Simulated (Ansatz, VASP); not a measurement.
## SnTe in VASP and in Ansatz

File INCAR:

```
SYSTEM = SnTe
PREC = Accurate
ENCUT = 520
EDIFF = 1E-6
ISMEAR = -1
SIGMA = 0.08
LREAL = .FALSE.
LASPH = .TRUE.
NELM = 80
ALGO = Normal
ISIF = 2
LWAVE = .FALSE.
LCHARG = .FALSE.
GGA = PS
NBANDS = 17
```

The input KPOINTS:

```
regular mesh
0
G
  11 11 11
  0 0 0
```

POSCAR

```
SnTe
1.0
    0.0000000000      2.5754050563      2.5754050563
    2.5754050563      0.0000000000      2.5754050563
    2.5754050563      2.5754050563      0.0000000000
Sn Te
1 1
Direct
    0.0000000000      0.0000000000      0.0000000000
    0.5000000000      0.5000000000      0.5000000000
```

Input for Ansatz:

```yaml
crystal:
  lattice:
    - [0.0, 2.5754050563, 2.5754050563]
    - [2.5754050563, 0.0, 2.5754050563]
    - [2.5754050563, 2.5754050563, 0.0]
  atoms:
    - { symbol: Sn, position: [0.0, 0.0, 0.0] }
    - { symbol: Te, position: [0.5, 0.5, 0.5] }
kpoints:
  mp_grid: { grid: [11, 11, 11] }
  band_path:
    path:
      - [0.0, 0.0, 0.0]
      - [0.5, 0.0, 0.5]
      - [0.625, 0.25, 0.625]
      - [0.375, 0.375, 0.75]
      - [0.0, 0.0, 0.0]
      - [0.5, 0.5, 0.5]
      - [0.5, 0.25, 0.75]
      - [0.5, 0.0, 0.5]
    npoints: 8
scf:
  occupations: { method: fermi_dirac, width: 0.08 }
hamiltonian:
  xc: pbesol
  pseudopotentials: { kind: all_electron, lapw: { basis_error: 0.001 } }
output:
  forces: true
  stress: true
  eigenvalues: true
  populations: true
  dos: { projected: true, de: 0.2, e_range: [-14, 8] }
```

Change from the starting cell: volume scaled by 0.55, LAPW.

Alike in both runs: task single point; functional PBEsol; k mesh 11 × 11 × 11; occupations fermi-dirac, width 0.08 eV; no spin polarisation.

|  | VASP | Ansatz |
| --- | --- | --- |
| version | VASP 6.6.1 | Ansatz 0.2.0 |
| potentials or method | VASP PAW PBE potentials, release 64 (Sn_d, Te), cutoff 520 eV | all-electron LAPW, scalar-relativistic |

|  | VASP | Ansatz | Ansatz less VASP |
| --- | --- | --- | --- |
| pressure (GPa) | 108.7 | 107.9 | -0.80 |

VASP's potentials were made for PBE, not for PBEsol. Both programs put the cell under a high pressure, so it lies far from rest at this level. Ansatz ran all-electron here, and VASP with PAW potentials.

Neither program's run includes spin-orbit coupling. Noted on VASP's run: the cell as given lies far from equilibrium.
